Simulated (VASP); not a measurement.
# Pt (Fm-3m) in VASP: single point with r2SCAN

Aim: the single point of Pt with r2SCAN.

All numbers are computed with VASP 6.6.1; they aren't measurements. Logs are shortened: lines on timing, memory, paths and dates and some standing lists are left out, and cuts for length are marked.

### Step 1. The cell of the first run

Symmetry: Fm-3m, No. 225, cubic system. Conventional cell: a = 3.940 Å, b = 3.940 Å, c = 3.940 Å, α = 90.00°, β = 90.00°, γ = 90.00°. Within 3.7 Å of Pt (site symmetry m-3m) lie 12 Pt at 2.79 Å.

### Step 2. Single point, r2SCAN

POSCAR reads:

```
Pt
1.0
    0.0000000000      1.9699682560      1.9699682560
    1.9699682560      0.0000000000      1.9699682560
    1.9699682560      1.9699682560      0.0000000000
Pt
1
Direct
    0.0000000000      0.0000000000      0.0000000000
```

INCAR.step1 reads:

```
SYSTEM = Pt
PREC = Accurate
ENCUT = 550
ISMEAR = 0
SIGMA = 0.1
LREAL = .False.
LASPH = .True.
NELM = 120
NBANDS = 11
GGA = PE
ALGO = Normal
EDIFF = 1E-5
LWAVE = .True.
LCHARG = .False.
GGA_COMPAT = .False.
```

INCAR.step2 reads:

```
SYSTEM = Pt
PREC = Accurate
ENCUT = 550
EDIFF = 1E-6
ISMEAR = 0
SIGMA = 0.1
LREAL = .False.
LASPH = .True.
NELM = 120
ALGO = Normal
ISIF = 2
LWAVE = .False.
LCHARG = .False.
METAGGA = R2SCAN
LMIXTAU = .True.
NBANDS = 11
ISTART = 1
GGA_COMPAT = .False.
```

KPOINTS reads:

```
regular mesh
0
Gamma
  18 18 18
  0 0 0
```

Potentials or basis: VASP PAW PBE potentials, release 64 (Pt).

On the command line:

```bash
$ cat potpaw_PBE.64/Pt/POTCAR > POTCAR
$ cp INCAR.step1 INCAR
$ mpirun -np 1 vasp_std > vasp.out
$ cp INCAR.step2 INCAR
$ mpirun -np 1 vasp_std > vasp.out
```

OUTCAR:

```text
SYSTEM = Pt
   PREC = Accurate
   ENCUT = 550
   EDIFF = 1E-6
   ISMEAR = 0
   LREAL = .False.
   LASPH = .True.
   NELM = 120
   ISIF = 2
   METAGGA = R2SCAN
   ISTART = 1

 ion  position               nearest neighbor table
   1  0.000  0.000  0.000-

  LATTYP: Found a face centered cubic cell.
 ALAT       =     3.9399365120

  Lattice vectors:

 A1 = (   0.0000000000,   1.9699682560,   1.9699682560)
 A2 = (   1.9699682560,   0.0000000000,   1.9699682560)
 A3 = (   1.9699682560,   1.9699682560,   0.0000000000)

Analysis of symmetry for initial positions (statically):
=====================================================================
 Subroutine PRICEL returns:
 Original cell was already a primitive cell.

 Routine SETGRP: Setting up the symmetry group for a
 face centered cubic supercell.

 Subroutine GETGRP returns: Found 48 space group operations
 (whereof 48 operations were pure point group operations)
 out of a pool of 48 trial point group operations.

The static configuration has the point symmetry O_h .

Analysis of symmetry for dynamics (positions and initial velocities):
=====================================================================
 Subroutine PRICEL returns:
 Original cell was already a primitive cell.

 Routine SETGRP: Setting up the symmetry group for a
 face centered cubic supercell.

 Subroutine GETGRP returns: Found 48 space group operations
 (whereof 48 operations were pure point group operations)
 out of a pool of 48 trial point group operations.

The dynamic configuration has the point symmetry O_h .

 Subroutine INISYM returns: Found 48 space group operations
 (whereof 48 operations are pure point group operations),
 and found     1 'primitive' translations

----------------------------------------------------------------------------------------

                                     Primitive cell

  volume of cell :      15.2900

  direct lattice vectors                    reciprocal lattice vectors
     0.000000000  1.969968256  1.969968256    -0.253811196  0.253811196  0.253811196
     1.969968256  0.000000000  1.969968256     0.253811196 -0.253811196  0.253811196
     1.969968256  1.969968256  0.000000000     0.253811196  0.253811196 -0.253811196

  length of vectors
     2.785955825  2.785955825  2.785955825     0.439613888  0.439613888  0.439613888

  position of ions in fractional coordinates (direct lattice)
     0.000000000  0.000000000  0.000000000

  ion indices of the primitive-cell ions
   primitive index   ion index
                 1           1

----------------------------------------------------------------------------------------

 KPOINTS: regular mesh

Automatic generation of k-mesh.
 Grid dimensions read from file:
 generate k-points for:   18   18   18

 Generating k-lattice:

  Cartesian coordinates                     Fractional coordinates (reciprocal lattice)
    -0.014100622  0.014100622  0.014100622     0.055555556  0.000000000  0.000000000
     0.014100622 -0.014100622  0.014100622     0.000000000  0.055555556  0.000000000
     0.014100622  0.014100622 -0.014100622     0.000000000  0.000000000  0.055555556

  Length of vectors
     0.024422994  0.024422994  0.024422994

  Shift w.r.t. Gamma in fractional coordinates (k-lattice)
     0.000000000  0.000000000  0.000000000

 Subroutine IBZKPT returns following result:
 ===========================================

 Found    195 irreducible k-points:

 Following reciprocal coordinates:
            Coordinates               Weight
  0.000000  0.000000  0.000000      1.000000
  0.055556  0.000000  0.000000      8.000000
  0.111111  0.000000  0.000000      8.000000
  0.166667  0.000000  0.000000      8.000000
  0.222222  0.000000  0.000000      8.000000
  0.277778  0.000000  0.000000      8.000000
[... 16 lines left out ...]
 -0.277778  0.055556  0.000000     24.000000
 -0.222222  0.055556  0.000000     24.000000
 [... further k-points ...]
   k-points           NKPTS =    195   k-points in BZ     NKDIM =    195   number of bands    NBANDS=     11
   number of dos      NEDOS =    301   number of ions     NIONS =      1
   total plane-waves  NPLWV =  13824
   dimension x,y,z NGX =    24 NGY =   24 NGZ =   24
   dimension x,y,z NGXF=    48 NGYF=   48 NGZF=   48
   ions per type =               1
   NGX,Y,Z   is equivalent  to a cutoff of  14.32, 14.32, 14.32 a.u.
   NGXF,Y,Z  is equivalent  to a cutoff of  28.64, 28.64, 28.64 a.u.
 SYSTEM =  Pt
   PREC   = accura    normal or accurate (medium, high low for compatibility)
   ISTART =      1    job   : 0-new  1-cont  2-samecut
   ICHARG =      0    charge: 1-file 2-atom 10-const
   ISPIN  =      1    spin polarized calculation?
   LNONCOLLINEAR =      F non collinear calculations
   LSORBIT =      F    spin-orbit coupling
   LASPH  =      T    aspherical Exc in radial PAW
   ENCUT  =  550.0 eV  40.42 Ry    6.36 a.u.   5.33  5.33  5.33*2*pi/ulx,y,z
   NELM   =    120;   NELMIN=  2; NELMDL=  0     # of ELM steps
   EDIFF  = 0.1E-05   stopping-criterion for ELM
   LREAL  =      F    real-space projection
   EDIFFG = 0.1E-04   stopping-criterion for IOM
   NSW    =      0    number of steps for IOM
   IBRION =     -1    ionic relax: 0-MD 1-quasi-New 2-CG
   NFREE  =      0    steps in history (QN), initial steepest desc. (CG)
   ISIF   =      2    stress and relaxation
   ISYM   =      2    0-nonsym 1-usesym 2-fastsym
   POTIM  = 0.5000    time-step for ionic-motion
   TEBEG  =    0.0;   TEEND  =   0.0 temperature during run
   PSTRESS=    0.0 pullay stress
   NELECT =      10.0000    total number of electrons
   NUPDOWN=      -1.0000    fix difference up-down
   EMIN   =  10.00;   EMAX   =-10.00  energy-range for DOS
   EFERMI =   0.00;   METHOD = LEGACY
   ISMEAR =     0;   SIGMA  =   0.10  broadening in eV -4-tet -1-fermi 0-gaus
   EFERMI_NEDOS =   21; number of points for ismear=-14 and -15
   IALGO  =     38    algorithm
   IMIX   =      4    mixing-type and parameters
     AMIX     =   0.40;   BMIX     =  1.00
     AMIX_MAG =   1.60;   BMIX_MAG =  1.00
  volume/ion in A,a.u.               =      15.29       103.18
  Fermi-wavevector in a.u.,A,eV,Ry     =   1.421038  2.685372 27.474900  2.019348
  Thomas-Fermi vector in A             =   2.541890
   LORBIT       =      0    0 simple, 1 ext, 2 COOP (PROOUT), +10 PAW based schemes
   METAGGA = R2SCAN    functional components
   LHFCALC =     F    Hartree Fock is set to
   AEXX    =    0.0000 exact exchange contribution
   IVDW    =     0    specifies the selected vdW correction
   LEPSILON=     F    determine dielectric tensor
   LRPA    =     F    only Hartree local field effects (RPA)
 non-spin polarized calculation
 Gauss-broadening in eV      SIGMA  =   0.10
  energy-cutoff  :      550.00
  volume of cell :       15.29
 maximum number of plane-waves:       464
 NGX is ok and might be reduce to    24
   NGX = 11   NGY = 11   NGZ = 11

 number of electron      10.0000001 magnetization

 Free energy of the ion-electron system (eV)
  ---------------------------------------------------
  ext. energy  EPLUGINS =         0.00000000
  ---------------------------------------------------
  free energy    TOTEN  =       -51.50119661 eV

  energy without entropy =      -51.49086937  energy(sigma->0) =      -51.49603299

 E-fermi :  10.7542     XC(G=0): -14.5384

 val. band max:       10.7512284261   @ k =   0.4444   0.1111   0.0000
 cond. band min:      10.7542711912   @ k =  -0.2778   0.3889   0.1667
 fundamental gap:      0.0030427651
 Fermi energy:        10.7541572559

 k-point     1 :       0.0000    0.0000    0.0000
  band No.  band energies     occupation
      1       0.4155      2.00000
      2       6.9220      2.00000
      3       6.9220      2.00000
      4       6.9220      2.00000
      5       9.0376      2.00000
      6       9.0376      2.00000
      7      26.2722      0.00000
      8      31.3625      0.00000
      9      31.3625      0.00000
     10      31.3625      0.00000
     11      37.1857      0.00000

 k-point     2 :       0.0556    0.0000    0.0000
  band No.  band energies     occupation
      1       0.5436      2.00000
      2       6.8656      2.00000
      3       6.9729      2.00000
      4       6.9729      2.00000
      5       9.0098      2.00000
      6       9.0098      2.00000
      7      26.4675      0.00000
      8      30.6933      0.00000
      9      31.5543      0.00000
     10      31.5543      0.00000
     11      37.9068      0.00000

 k-point     3 :       0.1111    0.0000    0.0000
  band No.  band energies     occupation
      1       0.9160      2.00000
      2       6.7210      2.00000
      3       7.1054      2.00000
      4       7.1054      2.00000
      5       8.9515      2.00000
      6       8.9515      2.00000
      7      26.9959      0.00000
      8      29.2576      0.00000
      9      32.1109      0.00000
     10      32.1109      0.00000
     11      38.4748      0.00000

 k-point     4 :       0.1667    0.0000    0.0000
  band No.  band energies     occupation
      1       1.4912      2.00000
      2       6.5620      2.00000
      3       7.2518      2.00000
      4       7.2518      2.00000
      5       8.9419      2.00000
      6       8.9419      2.00000
      7      27.4727      0.00000
      8      27.7679      0.00000
      9      32.9707      0.00000
     10      32.9707      0.00000
     11      36.7572      0.00000
[... 239 lines left out ...]
 k-point    22 :      -0.3333    0.0556    0.0000
  band No.  band energies     occupation
      1       3.3488      2.00000
      2       6.9973      2.00000
      3       7.1075      2.00000
      4       7.6533      2.00000
      5       9.7835      2.00000
      6      10.5438      1.99706
      7      20.8659      0.00000
      8      26.9966      0.00000
      9      31.2186      0.00000
     10      33.2741      0.00000
     11      36.6581      0.00000

 k-point    23 :      -0.2778    0.0556    0.0000
  band No.  band energies     occupation
      1       3.0663      2.00000
      2       6.7951      2.00000
      3       7.1954      2.00000
      4       7.2598      2.00000
      5       9.2775      2.00000
      6      10.0190      2.00000
      7      23.0690      0.00000
      8      27.6797      0.00000
      9      32.1438      0.00000
     10      35.0515      0.00000
     11      35.1059      0.00000

 k-point    24 :      -0.2222    0.0556    0.0000
  band No.  band energies     occupation
      1       2.5094      2.00000
      2       6.4422      2.00000
      3       7.3081      2.00000
      4       7.3743      2.00000
      5       8.8704      2.00000
      6       9.5598      2.00000
      7      25.1529      0.00000
      8      28.1638      0.00000
      9      32.6873      0.00000
     10      34.3052      0.00000
     11      35.5125      0.00000

 [... further k-points ...]
[... 5 lines left out ...]
  --------------------------------------------------------------------------------------
  -------------------------------------------------------------------------------------
  Total        0.0734408      0.0734408      0.0734408      0.0000000      0.0000000      0.0000000
  in kB        7.6955635      7.6955635      7.6955635      0.0000000      0.0000000      0.0000000
  external PRESSURE =       7.6955635 kB  Pullay stress =       0.0000000 kB

 VOLUME and BASIS-vectors are now :
 -----------------------------------------------------------------------------
  energy-cutoff  :      550.00
  volume of cell :       15.29
      direct lattice vectors                 reciprocal lattice vectors
     0.000000000  1.969968256  1.969968256    -0.253811196  0.253811196  0.253811196
     1.969968256  0.000000000  1.969968256     0.253811196 -0.253811196  0.253811196
     1.969968256  1.969968256  0.000000000     0.253811196  0.253811196 -0.253811196

 POSITION                                       TOTAL-FORCE (eV/Angst)
 -----------------------------------------------------------------------------------
      0.00000      0.00000      0.00000        -0.000000     -0.000000     -0.000000
 -----------------------------------------------------------------------------------
    total drift:                               -0.000000     -0.000000      0.000000

  FREE ENERGIE OF THE ION-ELECTRON SYSTEM (eV)
  ---------------------------------------------------
  free  energy   TOTEN  =       -51.5011966093 eV

  energy  without entropy=      -51.4908693740  energy(sigma->0) =      -51.49603299
```

Run time: 94 s. Hardware: 1 thread of AMD EPYC 9R45 (Zen 5), shared host; peak memory 0.14 GiB.

Results:

| Quantity | Value |
| --- | --- |
| Free energy | -51.5012 eV |
| Pressure | 0.8 GPa |
| Band gap on the k mesh | zero (band 5 reaches 11.26 eV, above the bottom of band 6 at 8.94 eV) |

Caveat: the PAW data sets were made with another functional, which shifts forces and pressure a little; spin-orbit coupling is left out, which moves the levels of the heavy elements.
